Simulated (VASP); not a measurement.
# Ir (Fd-3m) in VASP: a series of runs, part 2 of 2

VASP 6.6.1. The steps go on from the part before.

## (3) Single point, PBE

This run uses another cell than the first one, of 21.61 Å³/atom, 1.020 times its volume.

INCAR reads:

```
  PREC = Accurate
  ENCUT = 520
  EDIFF = 1E-6
  ISMEAR = -1
  SIGMA = 0.06122561905347299
  LREAL = F
  LASPH = T
  NELM = 100
  ALGO = Normal
  ISIF = 2
  LWAVE = F
  LCHARG = F
  GGA = PE
  NBANDS = 16
```

KPOINTS reads:

```
regular mesh
0
Gamma
  12 12 12
```

POSCAR reads:

```
Ir
1.0
    0.0000000000      2.7855088907      2.7855088907
    2.7855088907      0.0000000000      2.7855088907
    2.7855088907      2.7855088907      0.0000000000
Ir
2
Direct
    0.0000000000      0.0000000000      0.0000000000
    0.2500000000      0.2500000000      0.2500000000
```

Potentials or basis: VASP PAW PBE potentials, release 64 (Ir).

The run is started by

```sh
$ cat potpaw_PBE.64/Ir/POTCAR > POTCAR
$ mpirun -np 1 vasp_std > vasp.out
```

OUTCAR:

```text
PREC = Accurate
   ENCUT = 520
   EDIFF = 1E-6
   ISMEAR = -1
   LREAL = F
   LASPH = T
   NELM = 100
   ISIF = 2
   GGA = PE

 ion  position               nearest neighbor table
   1  0.000  0.000  0.000-   2 2.41   2 2.41   2 2.41   2 2.41
   2  0.250  0.250  0.250-   1 2.41   1 2.41   1 2.41   1 2.41

  LATTYP: Found a face centered cubic cell.
 ALAT       =     5.5710177814

  Lattice vectors:

 A1 = (   0.0000000000,   2.7855088907,   2.7855088907)
 A2 = (   2.7855088907,   0.0000000000,   2.7855088907)
 A3 = (   2.7855088907,   2.7855088907,   0.0000000000)

Analysis of symmetry for initial positions (statically):
=====================================================================
 Subroutine PRICEL returns:
 Original cell was already a primitive cell.

 Routine SETGRP: Setting up the symmetry group for a
 face centered cubic supercell.

 Subroutine GETGRP returns: Found 48 space group operations
 (whereof 24 operations were pure point group operations)
 out of a pool of 48 trial point group operations.

The static configuration has the point symmetry T_d .
 The point group associated with its full space group is O_h .

Analysis of symmetry for dynamics (positions and initial velocities):
=====================================================================
 Subroutine PRICEL returns:
 Original cell was already a primitive cell.

 Routine SETGRP: Setting up the symmetry group for a
 face centered cubic supercell.

 Subroutine GETGRP returns: Found 48 space group operations
 (whereof 24 operations were pure point group operations)
 out of a pool of 48 trial point group operations.

[... 107 lines left out ...]
   ISIF   =      2    stress and relaxation
   ISYM   =      2    0-nonsym 1-usesym 2-fastsym
   POTIM  = 0.5000    time-step for ionic-motion
   TEBEG  =    0.0;   TEEND  =   0.0 temperature during run
   PSTRESS=    0.0 pullay stress
   NELECT =      18.0000    total number of electrons
   NUPDOWN=      -1.0000    fix difference up-down
   EMIN   =  10.00;   EMAX   =-10.00  energy-range for DOS
   EFERMI =   0.00;   METHOD = LEGACY
   ISMEAR =    -1;   SIGMA  =   0.06  broadening in eV -4-tet -1-fermi 0-gaus
   EFERMI_NEDOS =   21; number of points for ismear=-14 and -15
   IALGO  =     38    algorithm
   IMIX   =      4    mixing-type and parameters
     AMIX     =   0.40;   BMIX     =  1.00
     AMIX_MAG =   1.60;   BMIX_MAG =  1.00
  volume/ion in A,a.u.               =      21.61       145.85
  Fermi-wavevector in a.u.,A,eV,Ry     =   1.222506  2.310202 20.334203  1.494522
  Thomas-Fermi vector in A             =   2.357651
   LORBIT       =      0    0 simple, 1 ext, 2 COOP (PROOUT), +10 PAW based schemes
   GGA     = PE    functional components
   LHFCALC =     F    Hartree Fock is set to
   AEXX    =    0.0000 exact exchange contribution
   IVDW    =     0    specifies the selected vdW correction
   LEPSILON=     F    determine dielectric tensor
   LRPA    =     F    only Hartree local field effects (RPA)
 non-spin polarized calculation
  energy-cutoff  :      520.00
  volume of cell :       43.23
 maximum number of plane-waves:      1211
 NGX is ok and might be reduce to    30
   NGX = 15   NGY = 15   NGZ = 15

 number of electron      17.9999998 magnetization

 Free energy of the ion-electron system (eV)
  ---------------------------------------------------
  ext. energy  EPLUGINS =         0.00000000
  ---------------------------------------------------
  free energy    TOTEN  =       -15.71925977 eV

  energy without entropy =      -15.69424809  energy(sigma->0) =      -15.70675393

 E-fermi :   5.1626     XC(G=0): -11.1523

 val. band max:        5.1207731542   @ k =   0.4167   0.3333   0.0000
 cond. band min:       5.2002888507   @ k =  -0.3333   0.3333   0.0000
 fundamental gap:      0.0795156965
 Fermi energy:         5.1626333044

 k-point     1 :       0.0000    0.0000    0.0000
  band No.  band energies     occupation
      1      -2.7896      2.00000
      2       0.1472      2.00000
      3       0.1472      2.00000
      4       0.5294      2.00000
      5       0.5294      2.00000
      6       0.5294      2.00000
[... 433 lines left out ...]
      3       0.0054      2.00000
      4       0.3130      2.00000
      5       0.8589      2.00000
      6       1.2291      2.00000
[... 8 lines left out ...]
     15      15.2477      0.00000
     16      19.0252      0.00000

 [... further k-points ...]
[... 5 lines left out ...]
  --------------------------------------------------------------------------------------
  -------------------------------------------------------------------------------------
  Total       -0.1752735     -0.1752735     -0.1752735      0.0000000      0.0000000      0.0000000
  in kB       -6.4965563     -6.4965563     -6.4965563      0.0000000      0.0000000      0.0000000
  external PRESSURE =      -6.4965563 kB  Pullay stress =       0.0000000 kB

 VOLUME and BASIS-vectors are now :
 -----------------------------------------------------------------------------
  energy-cutoff  :      520.00
  volume of cell :       43.23
      direct lattice vectors                 reciprocal lattice vectors
     0.000000000  2.785508891  2.785508891    -0.179500414  0.179500414  0.179500414
     2.785508891  0.000000000  2.785508891     0.179500414 -0.179500414  0.179500414
     2.785508891  2.785508891  0.000000000     0.179500414  0.179500414 -0.179500414

 POSITION                                       TOTAL-FORCE (eV/Angst)
 -----------------------------------------------------------------------------------
      0.00000      0.00000      0.00000        -0.000000     -0.000000     -0.000000
      1.39275      1.39275      1.39275         0.000000      0.000000      0.000000
 -----------------------------------------------------------------------------------
    total drift:                                0.000000     -0.000000      0.000000

  FREE ENERGIE OF THE ION-ELECTRON SYSTEM (eV)
  ---------------------------------------------------
  free  energy   TOTEN  =       -15.7192597697 eV

  energy  without entropy=      -15.6942480892  energy(sigma->0) =      -15.70675393
```

OSZICAR:

```text
N       E                     dE             d eps       ncg     rms          rms(c)
DAV:   1     0.141079405527E+03    0.14108E+03   -0.79549E+03  2304   0.105E+03
DAV:   2    -0.119902910771E+02   -0.15307E+03   -0.13508E+03  2328   0.286E+02
DAV:   3    -0.166308079819E+02   -0.46405E+01   -0.45711E+01  2992   0.586E+01
DAV:   4    -0.166777779402E+02   -0.46970E-01   -0.46961E-01  2576   0.556E+00
DAV:   5    -0.166790435657E+02   -0.12656E-02   -0.12656E-02  3184   0.918E-01    0.142E+01
DAV:   6    -0.158325841558E+02    0.84646E+00   -0.16030E+00  3160   0.143E+01    0.553E+00
DAV:   7    -0.157357700952E+02    0.96814E-01   -0.17259E-01  3296   0.407E+00    0.211E+00
DAV:   8    -0.157194012156E+02    0.16369E-01   -0.16635E-02  2592   0.964E-01    0.272E-01
DAV:   9    -0.157192190276E+02    0.18219E-03   -0.54239E-04  2792   0.178E-01    0.356E-02
DAV:  10    -0.157192606075E+02   -0.41580E-04   -0.38958E-05  2968   0.459E-02    0.508E-03
DAV:  11    -0.157192597697E+02    0.83783E-06   -0.20722E-06  2672   0.150E-02
   1 F= -.15719260E+02 E0= -.15706754E+02  d E =-.250117E-01
```

stdout:

```text
POSCAR found type information on POSCAR Ir
 POSCAR found :  1 types and       2 ions
 scaLAPACK will be used
 LDA part: xc-table for (Slater+PW92), standard interpolation
 POSCAR, INCAR and KPOINTS ok, starting setup
 FFT: planning ... GRIDC
 FFT: planning ... GRID_SOFT
 FFT: planning ... GRID
 WAVECAR not read
 entering main loop
```

Run time: 48 s. Hardware: 1 thread of Intel Xeon 6975P-C, shared host; peak memory 0.2 GiB.

What came out:

* Free energy: -15.7193 eV
* Pressure: -0.6 GPa
* Band gap on the k mesh: zero (band 9 reaches 6.20 eV, above the bottom of band 10 at 4.70 eV)

Levels at points of the mesh, in eV from the Fermi level:
```csv
k point,band 6,band 7,band 8,band 9,band 10,band 11,band 12,band 13
"(0.00, 0.00, 0.00)",-4.63,-1.73,-1.73,-1.73,0.77,0.77,10.85,10.93
"(0.50, 0.00, 0.00)",-4.65,-1.91,-1.00,-1.00,0.24,0.24,1.43,8.70
"(0.50, 0.50, 0.00)",-3.65,-2.45,-2.45,0.56,0.56,1.95,1.95,3.75
```

Caveat: spin-orbit coupling is left out, which moves the levels of the heavy elements.

## (4) Single point, PBE

This run uses another cell than the first one, of 21.61 Å³/atom, 1.020 times its volume.

INCAR reads:

```
SYSTEM = Ir
PREC = Accurate
ENCUT = 520
EDIFF = 1E-6
ISMEAR = -1
SIGMA = 0.06122561905347299
LREAL = .FALSE.
LASPH = .TRUE.
NELM = 100
ALGO = Normal
ISIF = 2
LWAVE = .FALSE.
LCHARG = .FALSE.
GGA = PE
NBANDS = 16
```

KPOINTS reads:

```
regular mesh
0
G
  12 12 12
  0 0 0
```

POSCAR is that of step 3.

The run is started by

```sh
$ cat potpaw_PBE.64/Ir/POTCAR > POTCAR
$ mpirun -np 1 vasp_std > vasp.out
```

Wall time 50 s (1 thread of Intel Xeon 6975P-C, shared host); peak memory 0.2 GiB.

The run converged. Its results:

| Property | Result |
| --- | --- |
| Free energy | -15.7193 eV |
| Pressure | -0.6 GPa |
| Band gap on the k mesh | zero (band 9 reaches 6.20 eV, above the bottom of band 10 at 4.70 eV) |

Levels at points of the mesh, in eV from the Fermi level:
```
           k point  band 6  band 7  band 8  band 9  band 10  band 11  band 12  band 13
(0.00, 0.00, 0.00)   -4.63   -1.73   -1.73   -1.73     0.77     0.77    10.85    10.93
(0.50, 0.00, 0.00)   -4.65   -1.91   -1.00   -1.00     0.24     0.24     1.43     8.70
(0.50, 0.50, 0.00)   -3.65   -2.45   -2.45    0.56     0.56     1.95     1.95     3.75
```

Caveat: spin-orbit coupling is left out, which moves the levels of the heavy elements.
